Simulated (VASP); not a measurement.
The system is Sn.

```
CELL_PARAMETERS angstrom
4.79732 0.00000 0.00000
-2.39866 4.15460 0.00000
0.00000 0.00000 5.44272
ATOMIC_POSITIONS crystal
Sn 0.22540 0.00000 0.33333
Sn 0.00000 0.22540 0.66667
Sn 0.77460 0.77460 0.00000
```

* Program: VASP 6.6.1
* Task: relaxation of cell and atoms
* Functional: r2SCAN
* Potentials or basis: VASP PAW PBE potentials, release 64 (Sn_d)
* Cutoff: 600 eV
* k mesh: 6 × 6 × 4
* Occupations: gaussian, width 0.1 eV
* Spin: no spin polarisation

At the start: pressure 3.8 GPa; volume 36.16 Å³/atom.

Question: Where does the relaxation end?

Answer: Over 25 steps the energy falls by 636.9 meV/atom and the volume is 28.50 Å³/atom (-21.2 %); space group Pm-3m (No. 221, to 0.05 Å).

The path:
```
step  energy change (eV)  largest force (eV/Å)  pressure (GPa)  volume (Å³)
   1              0.0000                3.1151            3.77       108.48
   2             -0.6404                0.4938           -4.57       122.38
   3             -0.6578                0.7775           -3.74       120.04
   4             -1.1126                0.7668           -3.65       108.83
   5             -1.7381                0.3674            5.22        79.31
   6             -1.7692                0.6191            0.34        87.26
   7             -1.7909                0.5460            1.99        83.95
   8             -1.8705                0.0470            0.25        85.18
   9             -1.8731                0.0198            0.08        85.37
  10             -1.8757                0.0053           -0.18        85.74
  11             -1.8750                0.0330           -0.42        86.49
  12             -1.8762                0.0139           -0.31        86.04
  13             -1.8877                0.0535            0.38        85.03
  14             -1.8916                0.0805            0.88        84.28
  15             -1.8984                0.0896            0.30        85.20
  16             -1.8997                0.0997            0.05        85.60
  17             -1.9009                0.1092           -0.41        86.40
  18             -1.9009                0.1084           -0.31        86.22
  19             -1.9009                0.1094           -0.33        86.30
  20             -1.9036                0.1046           -0.19        86.03
  21             -1.9040                0.1036           -0.16        85.90
  22             -1.9040                0.1033           -0.07        85.84
  23             -1.9060                0.0910            0.02        85.63
  24             -1.9094                0.0479            0.37        84.98
  25             -1.9108                0.0327            0.05        85.49
```

Final structure:
```
Sn
1.0
     4.33050    0.00000    0.00000
    -2.16525    3.75032    0.00000
     0.00000    0.00000    5.26391
Sn
3
Direct
  0.33593 0.00000 0.33333
  0.00000 0.33593 0.66667
  0.66407 0.66407 0.00000
```

Caveat: the volume moved by over 15 % at a fixed basis, so the end points are rough; the PAW data sets were made with another functional, which shifts forces and pressure a little.
